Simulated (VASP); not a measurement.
Wanted: the native input for a VASP 6.6.1 run.

```yaml
Task: single point
Functional: LDA
Potentials_or_basis: VASP PAW LDA potentials, release 64 (Pb_d, Se)
Cutoff: 520 eV
k_mesh: 8 × 8 × 6
Occupations: gaussian, width 0.05 eV
Spin: no spin polarisation
Dipole_correction: no
Further_INCAR_settings: ALGO = Normal; EDIFF = 1e-07; NBANDS = 28
```

The structure of PbSe lies in POSCAR:

```
PbSe
1.0
    4.2709919997      0.0000000000      0.0000000000
   -2.1354959999      3.6987875711      0.0000000000
    0.0000000000      0.0000000000      7.6440140151
Pb Se
2 2
Direct
    0.3333333333      0.6666666667      0.2500000000
    0.6666666667      0.3333333333      0.7500000000
    0.0000000000      0.0000000000      0.0000000000
    0.0000000000      0.0000000000      0.5000000000
```

The input as run:

INCAR

```
SYSTEM = PbSe
  ALGO = Normal
  EDIFF = 1E-7
  ENCUT = 520
  GGA = CA
  ISIF = 2
  ISMEAR = 0
  LASPH = .TRUE.
  LCHARG = .FALSE.
  LREAL = .FALSE.
  LWAVE = .FALSE.
  NBANDS = 28
  NELM = 100
  PREC = Accurate
  SIGMA = 0.05
```

KPOINTS

```
k-points
0
G
  8 8 6
  0 0 0
```

Potentials or basis: VASP PAW LDA potentials, release 64 (Pb_d, Se).

Command:

```sh
$ cat potpaw_LDA.64/Pb_d/POTCAR potpaw_LDA.64/Se/POTCAR > POTCAR
$ mpirun -np 1 vasp_std > vasp.out
```

It gave:

```json
{
  "Pressure": "-4.0 GPa",
  "Band gap on the k mesh": "0.09 eV (least direct gap 0.14 eV)"
}
```

Caveat: the cell stands under tension; spin-orbit coupling is left out, which moves the levels of the heavy elements.

Run time: 2.6 min on 1 thread of Intel Xeon 8259CL, with other jobs on the host, peak memory 0.27 GiB.
